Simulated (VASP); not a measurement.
# ZnS (Cm) in VASP: notebook

The runs below take ZnS through single point, with r2SCAN.

Program: VASP 6.6.1. These are calculated values, not measurements. Logs are shortened: lines on timing, memory, paths and dates and some standing lists are left out, and cuts for length are marked.

### 1 The cell of the first run

Symmetry: Cm, No. 8, monoclinic system. The conventional cell has a = 6.625 Å, b = 3.825 Å, c = 9.514 Å, α = 90.00°, β = 100.02°, γ = 90.00°. Within 3.2 Å of Zn (site symmetry m) lie 4 S at 2.34 to 2.87 Å and 1 Zn at 3.17 Å. Within 3.2 Å of Zn (site symmetry m) lie 4 S at 2.34 Å and 1 Zn at 3.17 Å. Within 3.1 Å of Zn (site symmetry m) lie 4 S at 2.34 Å. Within 3.2 Å of S (site symmetry m) lie 4 Zn at 2.34 to 2.87 Å and 1 S at 3.17 Å. S (site symmetry m) has 4 Zn at 2.34 Å within 3.1 Å. Within 3.2 Å of S (site symmetry m) lie 4 Zn at 2.34 Å and 1 S at 3.17 Å.

### 2 Single point, r2SCAN

File POSCAR:

```
ZnS
1.0
    2.7046500000     -2.7046500000      0.0000000000
    2.7046500000      0.0000000000     -2.7046500000
    6.7616250000      4.7331375000      4.7331375000
Zn S
3 3
Direct
    0.6354083333      0.6354083333      0.1250333333
   -0.1979250000     -0.1979250000      0.7917000000
    0.2187416667      0.2187416667      0.4583666667
    0.4479083333      0.4479083333      0.8750333333
    0.8645750000      0.8645750000      0.5417000000
    0.2812416667      0.2812416667      0.2083666667
```

File INCAR.step1:

```
  PREC = Accurate
  ENCUT = 520
  ISMEAR = 0
  SIGMA = 0.05
  LREAL = F
  LASPH = T
  NELM = 100
  NBANDS = 36
  GGA = PE
  ALGO = Normal
  EDIFF = 1E-4
  LWAVE = T
  LCHARG = F
```

File INCAR.step2:

```
  PREC = Accurate
  ENCUT = 520
  EDIFF = 1E-7
  ISMEAR = 0
  SIGMA = 0.05
  LREAL = F
  LASPH = T
  NELM = 100
  ALGO = Normal
  ISIF = 2
  LWAVE = F
  LCHARG = T
  METAGGA = R2SCAN
  LMIXTAU = T
  LELF = T
  LVHAR = T
  NBANDS = 36
  ISTART = 1
```

File KPOINTS:

```
regular mesh
0
Gamma
  7 7 3
```

Potentials or basis: VASP PAW PBE potentials, release 64 (Zn, S).

Started as:

```bash
> cat potpaw_PBE.64/Zn/POTCAR potpaw_PBE.64/S/POTCAR > POTCAR
> cp INCAR.step1 INCAR
> mpirun -np 1 vasp_std > vasp.out
> cp INCAR.step2 INCAR
> mpirun -np 1 vasp_std > vasp.out
```

OUTCAR:

```text
PREC = Accurate
   ENCUT = 520
   EDIFF = 1E-7
   ISMEAR = 0
   LREAL = F
   LASPH = T
   NELM = 100
   ISIF = 2
   METAGGA = R2SCAN
   ISTART = 1

 ion  position               nearest neighbor table
   1  0.635  0.635  0.125-   6 2.34   6 2.34   6 2.34   4 2.87
   2  0.802  0.802  0.792-   4 2.34   4 2.34   5 2.34   4 2.34
   3  0.219  0.219  0.458-   5 2.34   5 2.34   6 2.34   5 2.34
   4  0.448  0.448  0.875-   2 2.34   2 2.34   2 2.34   1 2.87
   5  0.865  0.865  0.542-   3 2.34   3 2.34   2 2.34   3 2.34
   6  0.281  0.281  0.208-   1 2.34   3 2.34   1 2.34   1 2.34

  LATTYP: Found a base centered monoclinic cell.
 ALAT       =     6.6250124328
 B/A-ratio  =     0.5773502692
 C/A-ratio  =     1.4361406616
 COS(beta)  =    -0.1740776560

  Lattice vectors:

 A1 = (  -2.7046500000,   2.7046500000,   0.0000000000)
 A2 = (  -2.7046500000,   0.0000000000,   2.7046500000)
 A3 = (   6.7616250000,   4.7331375000,   4.7331375000)

Analysis of symmetry for initial positions (statically):
=====================================================================
 Subroutine PRICEL returns:
 Original cell was already a primitive cell.

 Routine SETGRP: Setting up the symmetry group for a
 base centered monoclinic supercell.

 Subroutine GETGRP returns: Found  2 space group operations
 (whereof  2 operations were pure point group operations)
 out of a pool of  4 trial point group operations.

The static configuration has the point symmetry C_1h.

Analysis of symmetry for dynamics (positions and initial velocities):
=====================================================================
 Subroutine PRICEL returns:
 Original cell was already a primitive cell.

 Routine SETGRP: Setting up the symmetry group for a
 base centered monoclinic supercell.

 Subroutine GETGRP returns: Found  2 space group operations
 (whereof  2 operations were pure point group operations)
 out of a pool of  4 trial point group operations.

The dynamic configuration has the point symmetry C_1h.

 Subroutine INISYM returns: Found  2 space group operations
 (whereof  2 operations are pure point group operations),
 and found     1 'primitive' translations

----------------------------------------------------------------------------------------

                                     Primitive cell

  volume of cell :     118.7092

  direct lattice vectors                    reciprocal lattice vectors
     2.704650000 -2.704650000  0.000000000     0.107838969 -0.261894638  0.107838969
     2.704650000  0.000000000 -2.704650000     0.107838969  0.107838969 -0.261894638
     6.761625000  4.733137500  4.733137500     0.061622268  0.061622268  0.061622268

  length of vectors
     3.824952711  3.824952711  9.514449739     0.303063175  0.303063175  0.106732899

  position of ions in fractional coordinates (direct lattice)
     0.635408333  0.635408333  0.125033333
     0.802075000  0.802075000  0.791700000
     0.218741667  0.218741667  0.458366667
     0.447908333  0.447908333  0.875033333
     0.864575000  0.864575000  0.541700000
     0.281241667  0.281241667  0.208366667

  ion indices of the primitive-cell ions
   primitive index   ion index
                 1           1
                 2           2
                 3           3
                 4           4
                 5           5
                 6           6

----------------------------------------------------------------------------------------

 KPOINTS: regular mesh

Automatic generation of k-mesh.
 Grid dimensions read from file:
 generate k-points for:    7    7    3

 Generating k-lattice:

  Cartesian coordinates                     Fractional coordinates (reciprocal lattice)
     0.015405567 -0.037413520  0.015405567     0.142857143  0.000000000  0.000000000
     0.015405567  0.015405567 -0.037413520     0.000000000  0.142857143  0.000000000
     0.020540756  0.020540756  0.020540756     0.000000000  0.000000000  0.333333333

  Length of vectors
     0.043294739  0.043294739  0.035577633

  Shift w.r.t. Gamma in fractional coordinates (k-lattice)
     0.000000000  0.000000000  0.000000000

 Subroutine IBZKPT returns following result:
 ===========================================

 Found     44 irreducible k-points:

 Following reciprocal coordinates:
            Coordinates               Weight
  0.000000  0.000000  0.000000      1.000000
  0.142857  0.000000 -0.000000      4.000000
  0.285714  0.000000 -0.000000      4.000000
  0.428571  0.000000  0.000000      4.000000
  0.142857  0.142857 -0.000000      2.000000
  0.285714  0.142857 -0.000000      4.000000
[... 16 lines left out ...]
 -0.142857  0.000000  0.333333      4.000000
  0.142857  0.142857  0.333333      2.000000
 [... further k-points ...]
   k-points           NKPTS =     44   k-points in BZ     NKDIM =     44   number of bands    NBANDS=     36
   number of dos      NEDOS =    301   number of ions     NIONS =      6
   total plane-waves  NPLWV =  56448
   dimension x,y,z NGX =    28 NGY =   28 NGZ =   72
   dimension x,y,z NGXF=    56 NGYF=   56 NGZF=  144
   ions per type =               3   3
   NGX,Y,Z   is equivalent  to a cutoff of  12.17, 12.17, 12.58 a.u.
   NGXF,Y,Z  is equivalent  to a cutoff of  24.34, 24.34, 25.16 a.u.
 SYSTEM =  unknown system
   PREC   = accura    normal or accurate (medium, high low for compatibility)
   ISTART =      1    job   : 0-new  1-cont  2-samecut
   ICHARG =      0    charge: 1-file 2-atom 10-const
   ISPIN  =      1    spin polarized calculation?
   LNONCOLLINEAR =      F non collinear calculations
   LSORBIT =      F    spin-orbit coupling
   LASPH  =      T    aspherical Exc in radial PAW
   ENCUT  =  520.0 eV  38.22 Ry    6.18 a.u.   7.11  7.11 17.69*2*pi/ulx,y,z
   NELM   =    100;   NELMIN=  2; NELMDL=  0     # of ELM steps
   EDIFF  = 0.1E-06   stopping-criterion for ELM
   LREAL  =      F    real-space projection
   EDIFFG = 0.1E-05   stopping-criterion for IOM
   NSW    =      0    number of steps for IOM
   IBRION =     -1    ionic relax: 0-MD 1-quasi-New 2-CG
   NFREE  =      0    steps in history (QN), initial steepest desc. (CG)
   ISIF   =      2    stress and relaxation
   ISYM   =      2    0-nonsym 1-usesym 2-fastsym
   POTIM  = 0.5000    time-step for ionic-motion
   TEBEG  =    0.0;   TEEND  =   0.0 temperature during run
   PSTRESS=    0.0 pullay stress
   NELECT =      54.0000    total number of electrons
   NUPDOWN=      -1.0000    fix difference up-down
   EMIN   =  10.00;   EMAX   =-10.00  energy-range for DOS
   EFERMI =   0.00;   METHOD = LEGACY
   ISMEAR =     0;   SIGMA  =   0.05  broadening in eV -4-tet -1-fermi 0-gaus
   EFERMI_NEDOS =   21; number of points for ismear=-14 and -15
   IALGO  =     38    algorithm
   IMIX   =      4    mixing-type and parameters
     AMIX     =   0.40;   BMIX     =  1.00
     AMIX_MAG =   1.60;   BMIX_MAG =  1.00
  volume/ion in A,a.u.               =      19.78       133.51
  Fermi-wavevector in a.u.,A,eV,Ry     =   1.259055  2.379268 21.568210  1.585219
  Thomas-Fermi vector in A             =   2.392634
   LORBIT       =      0    0 simple, 1 ext, 2 COOP (PROOUT), +10 PAW based schemes
   METAGGA = R2SCAN    functional components
   LHFCALC =     F    Hartree Fock is set to
   AEXX    =    0.0000 exact exchange contribution
   IVDW    =     0    specifies the selected vdW correction
   LEPSILON=     F    determine dielectric tensor
   LRPA    =     F    only Hartree local field effects (RPA)
 non-spin polarized calculation
 Gauss-broadening in eV      SIGMA  =   0.05
  energy-cutoff  :      520.00
  volume of cell :      118.71
 maximum number of plane-waves:      3231
   NGX = 15   NGY = 15   NGZ = 35

 number of electron      53.9999981 magnetization

 Free energy of the ion-electron system (eV)
  ---------------------------------------------------
  ext. energy  EPLUGINS =         0.00000000
  ---------------------------------------------------
  free energy    TOTEN  =       -55.66868915 eV

  energy without entropy =      -55.66868915  energy(sigma->0) =      -55.66868915

 E-fermi :   2.4448     XC(G=0): -10.2931

 val. band max:        2.2217027924   @ k =   0.0000   0.0000   0.0000
 cond. band min:       3.8204793753   @ k =   0.0000   0.0000   0.0000
 fundamental gap:      1.5987765828
 Fermi energy:         2.4447552730

 k-point     1 :       0.0000    0.0000    0.0000
  band No.  band energies     occupation
      1     -11.9350      2.00000
      2     -11.1920      2.00000
      3     -10.7371      2.00000
      4      -5.1073      2.00000
      5      -5.0938      2.00000
      6      -4.9548      2.00000
[... 28 lines left out ...]
     35       9.2614      0.00000
     36       9.2934      0.00000

 k-point     2 :       0.1429    0.0000   -0.0000
  band No.  band energies     occupation
      1     -11.8078      2.00000
      2     -11.0918      2.00000
      3     -10.6254      2.00000
      4      -5.0931      2.00000
      5      -5.0699      2.00000
      6      -4.9320      2.00000
[... 28 lines left out ...]
     35       9.2974      0.00000
     36       9.5813      0.00000

 k-point     3 :       0.2857    0.0000   -0.0000
  band No.  band energies     occupation
      1     -11.4934      2.00000
      2     -10.8540      2.00000
      3     -10.3566      2.00000
      4      -5.0599      2.00000
      5      -5.0027      2.00000
      6      -4.8621      2.00000
[... 28 lines left out ...]
     35       9.8038      0.00000
     36      10.4009      0.00000
[... 742 lines left out ...]
 k-point    23 :      -0.1429    0.0000    0.3333
  band No.  band energies     occupation
      1     -11.7651      2.00000
      2     -11.2198      2.00000
      3     -10.5317      2.00000
      4      -5.0926      2.00000
      5      -5.0702      2.00000
      6      -4.9329      2.00000
[... 28 lines left out ...]
     35       9.4925      0.00000
     36       9.6459      0.00000

 k-point    24 :       0.1429    0.1429    0.3333
  band No.  band energies     occupation
      1     -11.7824      2.00000
      2     -11.1709      2.00000
      3     -10.5655      2.00000
      4      -5.1008      2.00000
      5      -5.0601      2.00000
      6      -4.9339      2.00000
[... 28 lines left out ...]
     35       9.3033      0.00000
     36       9.5220      0.00000

 [... further k-points ...]

------------------------ aborting loop because EDIFF is reached ----------------------------------------

  FORCE on cell =-STRESS in cart. coord.  units (eV):
  Direction    XX          YY          ZZ          XY          YZ          ZX
  --------------------------------------------------------------------------------------
  -------------------------------------------------------------------------------------
  Total       -3.0904513      0.3001490      0.3001490      0.6387891      1.9816658      0.6387231
  in kB      -41.7107514      4.0510072      4.0510072      8.6215152     26.7458581      8.6206243
  external PRESSURE =     -11.2029123 kB  Pullay stress =       0.0000000 kB

 VOLUME and BASIS-vectors are now :
 -----------------------------------------------------------------------------
  energy-cutoff  :      520.00
  volume of cell :      118.71
      direct lattice vectors                 reciprocal lattice vectors
     2.704650000 -2.704650000  0.000000000     0.107838969 -0.261894638  0.107838969
     2.704650000  0.000000000 -2.704650000     0.107838969  0.107838969 -0.261894638
     6.761625000  4.733137500  4.733137500     0.061622268  0.061622268  0.061622268

 POSITION                                       TOTAL-FORCE (eV/Angst)
 -----------------------------------------------------------------------------------
      4.28254     -1.12676     -1.12676        -0.226496      0.149623      0.149623
      9.69184      1.57789      1.57789        -0.035327     -0.076239     -0.076239
      4.28254      1.57789      1.57789         0.099832      0.171188      0.171188
      8.33952      2.93022      2.93022         0.442596     -0.326036     -0.326036
      8.33952      0.22557      0.22557        -0.128681     -0.142876     -0.142876
      2.93022      0.22557      0.22557        -0.151925      0.224339      0.224339
 -----------------------------------------------------------------------------------
    total drift:                                0.021034      0.013079      0.013079

  FREE ENERGIE OF THE ION-ELECTRON SYSTEM (eV)
  ---------------------------------------------------
  free  energy   TOTEN  =       -55.6686891458 eV

  energy  without entropy=      -55.6686891458  energy(sigma->0) =      -55.66868915
```

It took 8.1 min on 1 thread of Intel Xeon Platinum 8488C (Sapphire Rapids), shared host; peak memory 0.33 GiB.

What came out:

```
Free energy            : -55.6687 eV
Pressure               : -1.1 GPa
Largest force          : 0.639 eV/Å
Band gap on the k mesh : 1.60 eV
```

Forces in eV/Å, atoms in the order of the input:
```
Zn  -0.226  0.150  0.150
Zn  -0.035 -0.076 -0.076
Zn   0.100  0.171  0.171
S    0.443 -0.326 -0.326
S   -0.129 -0.143 -0.143
S   -0.152  0.224  0.224
```

Stress tensor (GPa, compression positive):
```
-4.17  0.86  0.86
 0.86  0.41  2.67
 0.86  2.67  0.41
```

Caveat: the PAW data sets were made with another functional, which shifts forces and pressure a little; an odd mesh through Γ misses points on the zone boundary, where band edges can lie.

### 3 Single point, r2SCAN

This run uses another cell than the first one, of the same volume but with other edges.

File POSCAR:

```
ZnS
1.0
    2.7046500000     -2.7046500000      0.0000000000
    2.7046500000      0.0000000000     -2.7046500000
    7.6633553100      4.2822723450      4.2822723450
Zn S
3 3
Direct
    0.6145652767      0.6145652767      0.1250333333
   -0.3299013900     -0.3299013900      0.7917000000
    0.1423319433      0.1423319433      0.4583666667
    0.3020402767      0.3020402767      0.8750333333
    0.7742736100      0.7742736100      0.5417000000
    0.2465069433      0.2465069433      0.2083666667
```

File INCAR.step1:

```
ALGO     = Normal         # electronic algorithm
EDIFF    = 1E-4           # SCF threshold, eV
ENCUT    = 520            # plane-wave cutoff, eV
GGA      = PE             # functional
ISMEAR   = 0              # smearing method
LASPH    = T              # aspherical terms in the spheres
LCHARG   = F              # write CHGCAR
LREAL    = F              # projectors in reciprocal space
LWAVE    = T              # write WAVECAR
NBANDS   = 36             # bands
NELM     = 100            # most SCF steps
PREC     = Accurate       # precision mode
SIGMA    = 0.05           # smearing width, eV
```

File INCAR.step2:

```
ALGO     = Normal         # electronic algorithm
EDIFF    = 1E-6           # SCF threshold, eV
ENCUT    = 520            # plane-wave cutoff, eV
ISIF     = 2              # what is computed and relaxed
ISMEAR   = 0              # smearing method
ISTART   = 1            
LASPH    = T              # aspherical terms in the spheres
LCHARG   = F              # write CHGCAR
LMIXTAU  = T            
LREAL    = F              # projectors in reciprocal space
LWAVE    = F              # write WAVECAR
METAGGA  = R2SCAN         # meta-GGA
NBANDS   = 36             # bands
NELM     = 100            # most SCF steps
PREC     = Accurate       # precision mode
SIGMA    = 0.05           # smearing width, eV
```

File KPOINTS:

```
k-points
0
Gamma
  7 7 3
```

Potentials or basis: VASP PAW PBE potentials, release 64 (Zn, S).

Started as:

```bash
> cat potpaw_PBE.64/Zn/POTCAR potpaw_PBE.64/S/POTCAR > POTCAR
> cp INCAR.step1 INCAR
> mpirun -np 1 vasp_std > vasp.out
> cp INCAR.step2 INCAR
> mpirun -np 1 vasp_std > vasp.out
```

It took 7.3 min on 1 thread of Intel Xeon Platinum 8488C (Sapphire Rapids), shared host; peak memory 0.34 GiB.

The run converged. Its results:

* Free energy: -55.6082 eV
* Pressure: -1.2 GPa
* Largest force: 0.343 eV/Å
* Band gap on the k mesh: 1.55 eV

Forces on the atoms (eV/Å):
```
Zn   0.108  0.029  0.029
Zn  -0.140 -0.028 -0.028
Zn   0.212  0.132  0.132
S   -0.339  0.034  0.034
S   -0.143 -0.150 -0.150
S    0.303 -0.018 -0.018
```

Stress tensor (GPa, compression positive):
```
 1.17  1.80  1.80
 1.80 -2.34  1.18
 1.80  1.18 -2.34
```

Levels at points of the mesh, in eV from the valence-band top:
```csv
k point,band 25,band 26,band 27,band 28,band 29,band 30
"(0.00, 0.00, 0.00)",-0.39,-0.34,0.00,1.55,3.38,3.82
```

Caveat: the PAW data sets were made with another functional, which shifts forces and pressure a little; an odd mesh through Γ misses points on the zone boundary, where band edges can lie.

### 4 Single point, r2SCAN

This run uses another cell than the first one, of the same volume but with other edges.

File POSCAR:

```
ZnS
1.0
    2.7046500000     -2.7046500000      0.0000000000
    2.7046500000      0.0000000000     -2.7046500000
    8.5645446900      3.8316776550      3.8316776550
Zn S
3 3
Direct
    0.5937347233      0.5937347233      0.1250333333
   -0.4617986100     -0.4617986100      0.7917000000
    0.0659680567      0.0659680567      0.4583666667
    0.1562597233      0.1562597233      0.8750333333
    0.6840263900      0.6840263900      0.5417000000
    0.2117930567      0.2117930567      0.2083666667
```

File INCAR.step1:

```
  ALGO = Normal
  EDIFF = 1E-4
  ENCUT = 520
  GGA = PE
  ISMEAR = 0
  LASPH = True
  LCHARG = False
  LREAL = False
  LWAVE = True
  NBANDS = 36
  NELM = 80
  PREC = Accurate
  SIGMA = 0.05
```

File INCAR.step2:

```
  ALGO = Normal
  EDIFF = 1E-6
  ENCUT = 520
  ISIF = 2
  ISMEAR = 0
  ISTART = 1
  LASPH = True
  LCHARG = False
  LMIXTAU = True
  LREAL = False
  LWAVE = False
  METAGGA = R2SCAN
  NBANDS = 36
  NELM = 80
  PREC = Accurate
  SIGMA = 0.05
```

KPOINTS is that of step 3.

Started as:

```bash
> cat potpaw_PBE.64/Zn/POTCAR potpaw_PBE.64/S/POTCAR > POTCAR
> cp INCAR.step1 INCAR
> mpirun -np 1 vasp_std > vasp.out
> cp INCAR.step2 INCAR
> mpirun -np 1 vasp_std > vasp.out
```

Run time: 7.9 min. Hardware: 1 thread of Intel Xeon Platinum 8488C (Sapphire Rapids), shared host; peak memory 0.34 GiB.

The run converged. Its results:

| Quantity | Value |
| --- | --- |
| Free energy | -55.8864 eV |
| Pressure | -1.8 GPa |
| Largest force | 0.369 eV/Å |
| Band gap on the k mesh | 2.09 eV |

Forces on the atoms (eV/Å):
```
Zn  -0.104  0.068  0.068
Zn  -0.107  0.048  0.048
Zn   0.171  0.153  0.153
S    0.286  0.159  0.159
S   -0.154 -0.176 -0.176
S   -0.092 -0.252 -0.252
```

Stress tensor (GPa, compression positive):
```
-0.81  0.44  0.44
 0.44 -2.30  1.13
 0.44  1.13 -2.30
```

Levels at points of the mesh, in eV from the valence-band top:
```tsv
k point	band 23	band 24	band 25	band 26	band 27	band 28	band 29	band 30	band 31	band 32
(0.00, 0.00, 0.00)	-0.63	-0.56	-0.19	-0.09	0.00	2.09	3.59	3.94	6.67	6.76
```

Caveat: the PAW data sets were made with another functional, which shifts forces and pressure a little; an odd mesh through Γ misses points on the zone boundary, where band edges can lie.

### 5 Summary

```tsv
cell	gap on the mesh (eV)	pressure (GPa)	largest force (eV/Å)
a = 3.825, b = 3.825, c = 9.514 Å, angles 81.3, 81.3, 60.0°, 6 atoms	1.60	-1.1	0.64
a = 3.825, b = 3.825, c = 9.767 Å, angles 75.8, 75.8, 60.0°, 6 atoms	1.55	-1.2	0.34
a = 3.825, b = 3.825, c = 10.135 Å, angles 70.7, 70.7, 60.0°, 6 atoms	2.09	-1.8	0.37
```

Alike in all rows: task single point; level r2SCAN; potentials or basis VASP PAW PBE potentials, release 64 (Zn, S); no spin polarisation; k mesh 7 × 7 × 3; cutoff (eV) 520; smearing gaussian 0.05 eV.

Caveats: the PAW data sets were made with another functional, which shifts forces and pressure a little; an odd mesh through Γ misses points on the zone boundary, where band edges can lie.

Total energies depend on the potentials used, so only differences within one code and one set of settings carry meaning.
